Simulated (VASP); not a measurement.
# Fe (Fmmm) in VASP: a series of runs

The runs below take Fe through single point, with PBEsol.

All numbers are computed with VASP 6.6.1; they aren't measurements. Logs are shortened: lines on timing, memory, paths and dates and some standing lists are left out, and cuts for length are marked.

### 1 The cell of the first run

The structure is orthorhombic, space group Fmmm (No. 69). Conventional cell: a = 2.997 Å, b = 3.883 Å, c = 3.930 Å, α = 90.00°, β = 90.00°, γ = 90.00°. Within 3.2 Å of Fe (site symmetry mmm) lie 14 Fe at 2.45 to 3.00 Å.

### 2 Single point, PBEsol, collinear spin, ferromagnetic start

INCAR

```
PREC = Accurate
ENCUT = 520
EDIFF = 1E-7
ISMEAR = -1
SIGMA = 0.05
LREAL = F
LASPH = T
NELM = 150
ALGO = Normal
ISIF = 2
LWAVE = F
LCHARG = F
ISPIN = 2
MAGMOM = 3
LORBIT = 11
LMAXMIX = 4
GGA = PS
NBANDS = 14
```

KPOINTS

```
Automatic mesh
0
Gamma
  11 11 11
```

POSCAR

```
Fe
1.0
    0.0000000000      1.9417396906      1.9651051623
    1.4984397099      0.0000000000      1.9651051623
    1.4984397099      1.9417396906      0.0000000000
Fe
1
Direct
    0.0000000000      0.0000000000      0.0000000000
```

Potentials or basis: VASP PAW PBE potentials, release 64 (Fe).

Launch:

```
> cat potpaw_PBE.64/Fe/POTCAR > POTCAR
> mpirun -np 1 vasp_std > vasp.out
```

OUTCAR:

```text
PREC = Accurate
   ENCUT = 520
   EDIFF = 1E-7
   ISMEAR = -1
   LREAL = F
   LASPH = T
   NELM = 150
   ISIF = 2
   ISPIN = 2
   LORBIT = 11
   GGA = PS

 ion  position               nearest neighbor table
   1  0.000  0.000  0.000-

  LATTYP: Found a face centered orthorhombic cell.
 ALAT       =     2.9968794198
 B/A-ratio  =     1.2958410524
 C/A-ratio  =     1.3114342535

  Lattice vectors:

 A1 = (   0.0000000000,   1.9417396906,   1.9651051623)
 A2 = (   1.4984397099,   0.0000000000,   1.9651051623)
 A3 = (   1.4984397099,   1.9417396906,   0.0000000000)

Analysis of symmetry for initial positions (statically):
=====================================================================
 Subroutine PRICEL returns:
 Original cell was already a primitive cell.

 Routine SETGRP: Setting up the symmetry group for a
 face centered orthorhombic supercell.

 Subroutine GETGRP returns: Found  8 space group operations
 (whereof  8 operations were pure point group operations)
 out of a pool of  8 trial point group operations.

The static configuration has the point symmetry D_2h.

Analysis of symmetry for dynamics (positions and initial velocities):
=====================================================================
 Subroutine PRICEL returns:
 Original cell was already a primitive cell.

 Routine SETGRP: Setting up the symmetry group for a
 face centered orthorhombic supercell.

 Subroutine GETGRP returns: Found  8 space group operations
 (whereof  8 operations were pure point group operations)
 out of a pool of  8 trial point group operations.

The dynamic configuration has the point symmetry D_2h.

Analysis of structural, dynamic, and magnetic symmetry:
=====================================================================
 Subroutine PRICEL returns:
 Original cell was already a primitive cell.

 Routine SETGRP: Setting up the symmetry group for a
 face centered orthorhombic supercell.

 Subroutine GETGRP returns: Found  8 space group operations
 (whereof  8 operations were pure point group operations)
 out of a pool of  8 trial point group operations.

The overall configuration has the point symmetry D_2h.

 Subroutine INISYM returns: Found  8 space group operations
 (whereof  8 operations are pure point group operations),
 and found     1 'primitive' translations

----------------------------------------------------------------------------------------

                                     Primitive cell

  volume of cell :      11.4353

  direct lattice vectors                    reciprocal lattice vectors
     0.000000000  1.941739691  1.965105162    -0.333680426  0.257501045  0.254439309
     1.498439710  0.000000000  1.965105162     0.333680426 -0.257501045  0.254439309
     1.498439710  1.941739691  0.000000000     0.333680426  0.257501045 -0.254439309

[... 120 lines left out ...]

 Free energy of the ion-electron system (eV)
  ---------------------------------------------------
  ext. energy  EPLUGINS =         0.00000000
  ---------------------------------------------------
  free energy    TOTEN  =        -8.88145764 eV

  energy without entropy =       -8.87264122  energy(sigma->0) =       -8.87704943

 E-fermi :   5.5881     XC(G=0): -13.2392

 val. band max:        5.5840804475   @ k =  -0.3636   0.1818   0.0909
 cond. band min:       5.5938422110   @ k =  -0.3636   0.0909   0.1818
 fundamental gap:      0.0097617635
 Fermi energy:         5.5880558355

 spin component 1

 k-point     1 :       0.0000    0.0000    0.0000
  band No.  band energies     occupation
      1      -2.8864      1.00000
      2       3.1338      1.00000
      3       3.2277      1.00000
      4       3.5629      1.00000
      5       4.3075      1.00000
      6       4.7012      1.00000
      7      29.3837      0.00000
      8      30.8596      0.00000
      9      31.1196      0.00000
     10      35.0595      0.00000
     11      36.1181      0.00000
     12      36.3688      0.00000
     13      36.8686      0.00000
     14      36.9554      0.00000
[... 379 lines left out ...]
      3       2.8898      1.00000
      4       4.2756      1.00000
      5       4.5200      1.00000
      6       5.5397      0.72457
      7      20.3684      0.00000
      8      21.2258      0.00000
      9      28.1479      0.00000
     10      31.7473      0.00000
     11      35.2396      0.00000
     12      38.6813      0.00000
     13      41.7519      0.00000
     14      42.4557      0.00000

 [... further k-points ...]

 spin component 2

 k-point     1 :       0.0000    0.0000    0.0000
  band No.  band energies     occupation
      1      -2.6172      1.00000
      2       5.0404      0.99998
      3       5.1806      0.99971
      4       5.6685      0.16663
      5       6.8522      0.00000
      6       7.4522      0.00000
      7      29.2705      0.00000
      8      30.8023      0.00000
      9      31.0946      0.00000
     10      35.4906      0.00000
     11      36.2768      0.00000
     12      37.3761      0.00000
     13      37.6138      0.00000
     14      37.7010      0.00000
[... 379 lines left out ...]
      3       4.7128      1.00000
      4       6.6628      0.00000
      5       7.1418      0.00000
      6       7.6978      0.00000
      7      21.1568      0.00000
      8      21.8788      0.00000
      9      28.7233      0.00000
     10      31.9439      0.00000
     11      35.6603      0.00000
     12      39.0241      0.00000
     13      42.3921      0.00000
     14      42.9921      0.00000

 [... further k-points ...]
[... 5 lines left out ...]
  --------------------------------------------------------------------------------------
  -------------------------------------------------------------------------------------
  Total       -1.0601721     -0.4228840     -0.5527800     -0.0000000      0.0000000      0.0000000
  in kB     -148.5391345    -59.2496450    -77.4491826     -0.0000000      0.0000000      0.0000000
  external PRESSURE =     -95.0793207 kB  Pullay stress =       0.0000000 kB

 VOLUME and BASIS-vectors are now :
 -----------------------------------------------------------------------------
  energy-cutoff  :      520.00
  volume of cell :       11.44
      direct lattice vectors                 reciprocal lattice vectors
     0.000000000  1.941739691  1.965105162    -0.333680426  0.257501045  0.254439309
     1.498439710  0.000000000  1.965105162     0.333680426 -0.257501045  0.254439309
     1.498439710  1.941739691  0.000000000     0.333680426  0.257501045 -0.254439309

 POSITION                                       TOTAL-FORCE (eV/Angst)
 -----------------------------------------------------------------------------------
      0.00000      0.00000      0.00000         0.000000      0.000000      0.000000
 -----------------------------------------------------------------------------------
    total drift:                                0.000000     -0.000000      0.000000

  FREE ENERGIE OF THE ION-ELECTRON SYSTEM (eV)
  ---------------------------------------------------
  free  energy   TOTEN  =        -8.8814576362 eV

  energy  without entropy=       -8.8726412168  energy(sigma->0) =       -8.87704943

 total charge

# of ion       s       p       d       tot
------------------------------------------
    1        0.488   0.540   6.231   7.259

 magnetization (x)

# of ion       s       p       d       tot
------------------------------------------
    1       -0.014  -0.048   2.284   2.223
```

OSZICAR:

```text
N       E                     dE             d eps       ncg     rms          rms(c)
DAV:   1     0.212102902400E+02    0.21210E+02   -0.37693E+03 13186   0.692E+02
DAV:   2    -0.904240957872E+01   -0.30253E+02   -0.27766E+02 13278   0.129E+02
DAV:   3    -0.996317679000E+01   -0.92077E+00   -0.91183E+00 14646   0.230E+01
DAV:   4    -0.996619672690E+01   -0.30199E-02   -0.30197E-02 14076   0.120E+00
DAV:   5    -0.996621074974E+01   -0.14023E-04   -0.14023E-04 14750   0.840E-02    0.120E+01
DAV:   6    -0.897201720837E+01    0.99419E+00   -0.11100E+01 15354   0.387E+01    0.569E+00
DAV:   7    -0.889791867230E+01    0.74099E-01   -0.69977E-01 14820   0.935E+00    0.333E+00
DAV:   8    -0.888982029495E+01    0.80984E-02   -0.66918E-03 14276   0.472E-01    0.134E+00
DAV:   9    -0.888153465786E+01    0.82856E-02   -0.70246E-03 16326   0.393E-01    0.318E-01
DAV:  10    -0.888145216776E+01    0.82490E-04   -0.70673E-04 14580   0.306E-01    0.100E-01
DAV:  11    -0.888145620983E+01   -0.40421E-05   -0.16794E-04 14406   0.111E-01    0.384E-02
DAV:  12    -0.888145657823E+01   -0.36840E-06   -0.34430E-06 14886   0.220E-02    0.146E-02
DAV:  13    -0.888145740447E+01   -0.82625E-06   -0.17975E-06 14446   0.781E-03    0.608E-03
DAV:  14    -0.888145762075E+01   -0.21628E-06   -0.20972E-07 11490   0.450E-03    0.107E-03
DAV:  15    -0.888145763620E+01   -0.15446E-07   -0.92915E-09  6744   0.711E-04
   1 F= -.88814576E+01 E0= -.88770494E+01  d E =-.881642E-02  mag=     2.2342
```

Run time: 2.1 min. Hardware: 1 thread of AMD EPYC 7R13, shared host; peak memory 0.14 GiB.

What came out:

```yaml
Free_energy: -8.8815 eV
Pressure: -9.5 GPa
Net_moment: 2.23 μB per cell
Site_moments: Fe +2.22 μB
Valence_electrons_inside_the_program's_atomic_spheres: Fe 7.26
```

Levels at points of the mesh, in eV from the Fermi level:
Spin up:
```
           k point  band 2  band 3  band 4  band 5  band 6  band 7  band 8  band 9
(0.00, 0.00, 0.00)   -2.45   -2.36   -2.03   -1.28   -0.89   23.80   25.27   25.53
```
Spin down:
```csv
k point,band 1,band 2,band 3,band 4,band 5,band 6,band 7,band 8
"(0.00, 0.00, 0.00)",-8.21,-0.55,-0.41,0.08,1.26,1.86,23.68,25.21
```

Caveat: the PAW data sets were made with another functional, which shifts forces and pressure a little.

### 3 Single point, PBEsol, collinear spin, ferromagnetic start

INCAR

```
PREC = Accurate ; ENCUT = 520
EDIFF = 1E-6 ; ISMEAR = -1
SIGMA = 0.025 ; LREAL = False
LASPH = True ; NELM = 150
ALGO = Normal ; ISIF = 2
LWAVE = False ; LCHARG = False
ISPIN = 2 ; MAGMOM = 3
LORBIT = 11 ; LMAXMIX = 4
GGA = PS ; NBANDS = 14
```

KPOINTS is that of step 2.

POSCAR is that of step 2.

Potentials or basis: VASP PAW PBE potentials, release 64 (Fe).

Launch:

```
> cat potpaw_PBE.64/Fe/POTCAR > POTCAR
> mpirun -np 1 vasp_std > vasp.out
```

Wall time 1.9 min (1 thread of AMD EPYC 7R13, shared host); peak memory 0.14 GiB.

It converged, with:

```
Free energy                                           : -8.8781 eV
Pressure                                              : -10.0 GPa
Net moment                                            : 2.23 μB per cell
Site moments                                          : Fe +2.22 μB
Valence electrons inside the program's atomic spheres : Fe 7.26
```

Stress tensor (GPa, compression positive):
```
-15.34   0.00   0.00
  0.00  -6.28   0.00
  0.00   0.00  -8.27
```

Levels at points of the mesh, in eV from the Fermi level:
Spin up:
| k point | band 1 | band 2 | band 3 | band 4 | band 5 | band 6 | band 7 | band 8 | band 9 | band 10 |
| --- | --- | --- | --- | --- | --- | --- | --- | --- | --- | --- |
| (0.00, 0.00, 0.00) | -8.46 | -2.44 | -2.35 | -2.01 | -1.27 | -0.88 | 23.81 | 25.29 | 25.55 | 29.49 |
Spin down:
```csv
k point,band 1,band 2,band 3,band 4,band 5,band 6
"(0.00, 0.00, 0.00)",-8.19,-0.54,-0.40,0.09,1.27,1.87
```

Caveat: the PAW data sets were made with another functional, which shifts forces and pressure a little.

### 4 Single point, PBEsol, collinear spin, ferromagnetic start

INCAR

```
SYSTEM = Fe
PREC     = Accurate       ! precision mode
ENCUT    = 520            ! plane-wave cutoff, eV
EDIFF    = 1E-6           ! SCF threshold, eV
ISMEAR   = -1             ! smearing method
SIGMA    = 0.01           ! smearing width, eV
LREAL    = .FALSE.        ! projectors in reciprocal space
LASPH    = .TRUE.         ! aspherical terms in the spheres
NELM     = 150            ! most SCF steps
ALGO     = Normal         ! electronic algorithm
ISIF     = 2              ! what is computed and relaxed
LWAVE    = .FALSE.        ! write WAVECAR
LCHARG   = .FALSE.        ! write CHGCAR
ISPIN    = 2              ! spin polarisation
MAGMOM   = 3              ! initial moments
LORBIT   = 11             ! projections on sites
LMAXMIX  = 4              ! l up to which the mixer works
GGA      = PS             ! functional
NBANDS   = 14             ! bands
```

KPOINTS

```
regular mesh
0
G
  11 11 11
  0 0 0
```

POSCAR is that of step 3.

Potentials or basis: VASP PAW PBE potentials, release 64 (Fe).

Launch:

```
> cat potpaw_PBE.64/Fe/POTCAR > POTCAR
> mpirun -np 1 vasp_std > vasp.out
```

OUTCAR:

```text
SYSTEM = Fe
   PREC = Accurate
   ENCUT = 520
   EDIFF = 1E-6
   ISMEAR = -1
   LREAL = .FALSE.
   LASPH = .TRUE.
   NELM = 150
   ISIF = 2
   ISPIN = 2
   LORBIT = 11
   GGA = PS

 ion  position               nearest neighbor table
   1  0.000  0.000  0.000-

  LATTYP: Found a face centered orthorhombic cell.
 ALAT       =     2.9968794198
 B/A-ratio  =     1.2958410524
 C/A-ratio  =     1.3114342535

  Lattice vectors:

[... 1025 lines left out ...]
  --------------------------------------------------------------------------------------
  -------------------------------------------------------------------------------------
  Total       -1.0811531     -0.4192247     -0.5828068      0.0000000      0.0000000      0.0000000
  in kB     -151.4787473    -58.7369509    -81.6561905      0.0000000      0.0000000      0.0000000
  external PRESSURE =     -97.2906296 kB  Pullay stress =       0.0000000 kB

 VOLUME and BASIS-vectors are now :
 -----------------------------------------------------------------------------
  energy-cutoff  :      520.00
  volume of cell :       11.44
      direct lattice vectors                 reciprocal lattice vectors
     0.000000000  1.941739691  1.965105162    -0.333680426  0.257501045  0.254439309
     1.498439710  0.000000000  1.965105162     0.333680426 -0.257501045  0.254439309
     1.498439710  1.941739691  0.000000000     0.333680426  0.257501045 -0.254439309

 POSITION                                       TOTAL-FORCE (eV/Angst)
 -----------------------------------------------------------------------------------
      0.00000      0.00000      0.00000         0.000000      0.000000      0.000000
 -----------------------------------------------------------------------------------
    total drift:                                0.000000     -0.000000      0.000000

  FREE ENERGIE OF THE ION-ELECTRON SYSTEM (eV)
  ---------------------------------------------------
  free  energy   TOTEN  =        -8.8770998610 eV

  energy  without entropy=       -8.8767326347  energy(sigma->0) =       -8.87691625

 total charge

# of ion       s       p       d       tot
------------------------------------------
    1        0.487   0.542   6.229   7.258

 magnetization (x)

# of ion       s       p       d       tot
------------------------------------------
    1       -0.014  -0.049   2.276   2.213
```

Run time: 1.9 min. Hardware: 1 thread of AMD EPYC 7R13, shared host; peak memory 0.14 GiB.

Results:

| Property | Result |
| --- | --- |
| Free energy | -8.8771 eV |
| Pressure | -9.7 GPa |
| Net moment | 2.22 μB per cell |
| Site moments | Fe +2.21 μB |
| Valence electrons inside the program's atomic spheres | Fe 7.26 |

Caveat: the PAW data sets were made with another functional, which shifts forces and pressure a little.

### 5 Overview

| smearing | gap on the mesh (eV) | pressure (GPa) | moment (μB) |
| --- | --- | --- | --- |
| fermi-dirac 0.05 eV | none | -9.5 | 2.23 |
| fermi-dirac 0.025 eV | none | -10.0 | 2.23 |
| fermi-dirac 0.01 eV | none | -9.7 | 2.22 |

Alike in all rows: task single point; level PBEsol; potentials or basis VASP PAW PBE potentials, release 64 (Fe); spin collinear, ferromagnetic start; cell as given; k mesh 11 × 11 × 11; cutoff (eV) 520.

Every run on the cell as given and a fine mesh finds a metal.

Caveats: the PAW data sets were made with another functional, which shifts forces and pressure a little.

Absolute energies hang on the potentials; compare differences alone.
